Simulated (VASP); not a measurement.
# Si (I4_1/amd) in VASP: notebook, part 2 of 2

VASP 6.6.1. The steps go on from the part before.

### Step 3. Single point, PBEsol, non-collinear spin, zero start, spin-orbit coupling

INCAR reads:

```
SYSTEM = Si
PREC = Accurate
ENCUT = 520
EDIFF = 1E-7
ISMEAR = 0
SIGMA = 0.01
LREAL = .FALSE.
LASPH = .TRUE.
NELM = 150
ALGO = Normal
ISIF = 2
LWAVE = .FALSE.
LCHARG = .FALSE.
LNONCOLLINEAR = .TRUE.
MAGMOM = 0 0 0 0 0 0
LORBIT = 11
LSORBIT = .TRUE.
GGA_COMPAT = .FALSE.
LORBMOM = .TRUE.
GGA = PS
NBANDS = 20
```

KPOINTS reads:

```
Automatic mesh
0
G
  10 10 10
  0 0 0
```

POSCAR reads:

```
Si
1.0
    0.0000000000      2.7276977521      2.7081195127
    2.7276977521      0.0000000000      2.7081195127
    2.7276977521      2.7276977521      0.0000000000
Si
2
Direct
    0.0000000000      0.0000000000      0.0000000000
    0.2500000000      0.2500000000      0.2500000000
```

Potentials or basis: VASP PAW PBE potentials, release 64 (Si).

Command:

```sh
$ cat potpaw_PBE.64/Si/POTCAR > POTCAR
$ mpirun -np 1 vasp_ncl > vasp.out
```

OUTCAR:

```text
SYSTEM = Si
   PREC = Accurate
   ENCUT = 520
   EDIFF = 1E-7
   ISMEAR = 0
   LREAL = .FALSE.
   LASPH = .TRUE.
   NELM = 150
   ISIF = 2
   LNONCOLLINEAR = .TRUE.
   LORBIT = 11
   LSORBIT = .TRUE.
   GGA = PS

 ion  position               nearest neighbor table
   1  0.000  0.000  0.000-   2 2.36   2 2.36   2 2.36   2 2.36
   2  0.250  0.250  0.250-   1 2.36   1 2.36   1 2.36   1 2.36

  LATTYP: Found a body centered tetragonal cell.
 ALAT       =     3.8575471551
 C/A-ratio  =     1.4040629467

  Lattice vectors:

 A1 = (   0.0000000000,  -2.7276977521,  -2.7081195127)
 A2 = (   0.0000000000,   2.7276977521,  -2.7081195127)
 A3 = (   2.7276977521,   0.0000000000,   2.7081195127)

Analysis of symmetry for initial positions (statically):
=====================================================================
 Subroutine PRICEL returns:
 Original cell was already a primitive cell.

 Routine SETGRP: Setting up the symmetry group for a
 body centered tetragonal supercell.

 Subroutine GETGRP returns: Found 16 space group operations
 (whereof  8 operations were pure point group operations)
 out of a pool of 16 trial point group operations.

The static configuration has the point symmetry D_2d.
 The point group associated with its full space group is D_4h.

Analysis of symmetry for dynamics (positions and initial velocities):
=====================================================================
 Subroutine PRICEL returns:
 Original cell was already a primitive cell.

 Routine SETGRP: Setting up the symmetry group for a
 body centered tetragonal supercell.

 Subroutine GETGRP returns: Found 16 space group operations
 (whereof  8 operations were pure point group operations)
 out of a pool of 16 trial point group operations.

The dynamic configuration has the point symmetry D_2d.
 The point group associated with its full space group is D_4h.

Analysis of structural, dynamic, and magnetic symmetry:
=====================================================================
 Subroutine PRICEL returns:
 Original cell was already a primitive cell.

 Routine SETGRP: Setting up the symmetry group for a
 body centered tetragonal supercell.

 Subroutine GETGRP returns: Found 16 space group operations
 (whereof  8 operations were pure point group operations)
 out of a pool of 16 trial point group operations.

The overall configuration has the point symmetry D_2d.
 The point group associated with its full space group is D_4h.

 Subroutine INISYM returns: Found 16 space group operations
 (whereof  8 operations are pure point group operations),
 and found     1 'primitive' translations

----------------------------------------------------------------------------------------

                                     Primitive cell

  volume of cell :      40.2986

  direct lattice vectors                    reciprocal lattice vectors
     0.000000000  2.727697752  2.708119513    -0.183304767  0.183304767  0.184629961
     2.727697752  0.000000000  2.708119513     0.183304767 -0.183304767  0.184629961
     2.727697752  2.727697752  0.000000000     0.183304767  0.183304767 -0.184629961
[... 698 lines left out ...]

  FORCE on cell =-STRESS in cart. coord.  units (eV):
  Direction    XX          YY          ZZ          XY          YZ          ZX
  --------------------------------------------------------------------------------------
  -------------------------------------------------------------------------------------
  Total       -0.1419983     -0.1419983      0.0264651      0.0000000     -0.0000000      0.0000000
  in kB       -5.6455149     -5.6455149      1.0521902      0.0000000     -0.0000000      0.0000000
  external PRESSURE =      -3.4129465 kB  Pullay stress =       0.0000000 kB

 VOLUME and BASIS-vectors are now :
 -----------------------------------------------------------------------------
  energy-cutoff  :      520.00
  volume of cell :       40.30
      direct lattice vectors                 reciprocal lattice vectors
     0.000000000  2.727697752  2.708119513    -0.183304767  0.183304767  0.184629961
     2.727697752  0.000000000  2.708119513     0.183304767 -0.183304767  0.184629961
     2.727697752  2.727697752  0.000000000     0.183304767  0.183304767 -0.184629961

 POSITION                                       TOTAL-FORCE (eV/Angst)
 -----------------------------------------------------------------------------------
      0.00000      0.00000      0.00000         0.000000      0.000000      0.000000
      1.36385      1.36385      1.35406        -0.000000     -0.000000      0.000000
 -----------------------------------------------------------------------------------
    total drift:                                0.000000     -0.000000     -0.000000

  FREE ENERGIE OF THE ION-ELECTRON SYSTEM (eV)
  ---------------------------------------------------
  free  energy   TOTEN  =       -11.4923730231 eV

  energy  without entropy=      -11.4923730231  energy(sigma->0) =      -11.49237302

 orbital moment (x)

 # of ion     p       tot
 --------------------------------
  1         0.000   0.000
  2        -0.000  -0.000
 --------------------------------
           -0.000  -0.000

 orbital moment (y)

 # of ion     p       tot
 --------------------------------
  1         0.000   0.000
  2         0.000   0.000
 --------------------------------
            0.000   0.000

 orbital moment (z)

 # of ion     p       tot
 --------------------------------
  1         0.000   0.000
  2        -0.000  -0.000
 --------------------------------
            0.000   0.000

 Spin-Orbit-Coupling matrix elements

 Ion:    1  E_soc:     -0.0003241
 l=   1
     0.0000000    -0.0000541    -0.0000539
    -0.0000541     0.0000000    -0.0000541
    -0.0000539    -0.0000541     0.0000000
 l=   2
     0.0000000     0.0000000     0.0000000     0.0000000     0.0000000
     0.0000000     0.0000000     0.0000000     0.0000000     0.0000000
     0.0000000     0.0000000     0.0000000     0.0000000     0.0000000
     0.0000000     0.0000000     0.0000000     0.0000000     0.0000000
     0.0000000     0.0000000     0.0000000     0.0000000     0.0000000
 l=   3
     0.0000000     0.0000000     0.0000000     0.0000000     0.0000000     0.0000000     0.0000000
     0.0000000     0.0000000     0.0000000     0.0000000     0.0000000     0.0000000     0.0000000
     0.0000000     0.0000000     0.0000000     0.0000000     0.0000000     0.0000000     0.0000000
     0.0000000     0.0000000     0.0000000     0.0000000     0.0000000     0.0000000     0.0000000
     0.0000000     0.0000000     0.0000000     0.0000000     0.0000000     0.0000000     0.0000000
     0.0000000     0.0000000     0.0000000     0.0000000     0.0000000     0.0000000     0.0000000
     0.0000000     0.0000000     0.0000000     0.0000000     0.0000000     0.0000000     0.0000000

 Ion:    2  E_soc:     -0.0003241
 l=   1
     0.0000000    -0.0000541    -0.0000539
    -0.0000541     0.0000000    -0.0000541
    -0.0000539    -0.0000541     0.0000000
 l=   2
     0.0000000     0.0000000     0.0000000     0.0000000     0.0000000
     0.0000000     0.0000000     0.0000000     0.0000000     0.0000000
     0.0000000     0.0000000     0.0000000     0.0000000     0.0000000
     0.0000000     0.0000000     0.0000000     0.0000000     0.0000000
     0.0000000     0.0000000     0.0000000     0.0000000     0.0000000
 l=   3
     0.0000000     0.0000000     0.0000000     0.0000000     0.0000000     0.0000000     0.0000000
     0.0000000     0.0000000     0.0000000     0.0000000     0.0000000     0.0000000     0.0000000
     0.0000000     0.0000000     0.0000000     0.0000000     0.0000000     0.0000000     0.0000000
     0.0000000     0.0000000     0.0000000     0.0000000     0.0000000     0.0000000     0.0000000
     0.0000000     0.0000000     0.0000000     0.0000000     0.0000000     0.0000000     0.0000000
     0.0000000     0.0000000     0.0000000     0.0000000     0.0000000     0.0000000     0.0000000
     0.0000000     0.0000000     0.0000000     0.0000000     0.0000000     0.0000000     0.0000000

 total charge

# of ion       s       p       d       tot
------------------------------------------
    1        0.752   0.934   0.000   1.686
    2        0.752   0.934   0.000   1.686
--------------------------------------------------
tot          1.504   1.869   0.000   3.373

 magnetization (x)

# of ion       s       p       d       tot
------------------------------------------
    1        0.000   0.000   0.000   0.000
    2        0.000   0.000   0.000   0.000
--------------------------------------------------
tot          0.000   0.000   0.000   0.000

 magnetization (y)

# of ion       s       p       d       tot
------------------------------------------
    1       -0.000  -0.000   0.000  -0.000
    2       -0.000   0.000   0.000  -0.000
--------------------------------------------------
tot         -0.000  -0.000   0.000  -0.000

 magnetization (z)

# of ion       s       p       d       tot
------------------------------------------
    1        0.000  -0.000   0.000  -0.000
    2        0.000  -0.000   0.000  -0.000
--------------------------------------------------
tot          0.000  -0.000   0.000  -0.000
```

stdout:

```text
POSCAR found type information on POSCAR Si
 POSCAR found :  1 types and       2 ions
 scaLAPACK will be used
 -----------------------------------------------------------------------------
|                                                                             |
|                                                                             |
|     You enforced a specific xc type in the INCAR file but a different       |
|     I HOPE YOU KNOW WHAT YOU ARE DOING!                                     |
|                                                                             |
 -----------------------------------------------------------------------------

 LDA part: xc-table for (Slater+PW92), standard interpolation
 POSCAR, INCAR and KPOINTS ok, starting setup
 FFT: planning ... GRIDC
 FFT: planning ... GRID_SOFT
 FFT: planning ... GRID
 WAVECAR not read
 entering main loop
```

Run time: 96 s. Hardware: 1 thread of AMD EPYC 9R45 (Zen 5), shared host; peak memory 0.3 GiB.

Results:

```
Free energy                                           : -11.4924 eV
Pressure                                              : -0.3 GPa
Net moment                                            : 0.00 μB per cell
Valence electrons inside the program's atomic spheres : Si 1.69
```

Moments on the atoms (μB; x, y, z):
```
Si  0.00 0.00 0.00
Si  0.00 0.00 0.00
```

Caveat: the PAW data sets were made with another functional, which shifts forces and pressure a little.
